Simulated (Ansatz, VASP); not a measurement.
# Two plane-wave programs on Ir

```
Ir
1.0
     0.00000    1.91503    1.91503
     1.91503    0.00000    1.91503
     1.91503    1.91503    0.00000
Ir
1
Cartesian
  0.0000 0.0000 0.0000
```

Alike in both runs: functional PBEsol; k mesh 18 × 18 × 18; occupations gaussian, width 0.1 eV; no spin polarisation.

Ansatz relaxed the structure, and its values are those at the end. VASP's run is a single point on that final structure, the one shown.

```csv
,VASP,Ansatz
version,VASP 6.6.1,Ansatz 0.2.0
potentials or method,"VASP PAW PBE potentials, release 64 (Ir), cutoff 500 eV","scalar-relativistic, plane waves, PAW"
valence electrons in the cell,9,17
```

```csv
,VASP,Ansatz,Ansatz less VASP
gap on the k mesh at the Fermi level (eV),none,none,-
pressure (GPa),1.0,0.0,-1.02
```

VASP's potentials were made for PBE, not for PBEsol, and Ansatz warns of the same on its side. A gap of «none» marks a metal or a gap that the smearing closes. With one functional, cell and mesh, what is left measures potentials, basis and numerics. VASP's potentials hold 9 valence electrons a cell and Ansatz's 17, so a difference there can come from the potentials and not from the codes.

Neither program's run includes spin-orbit coupling.
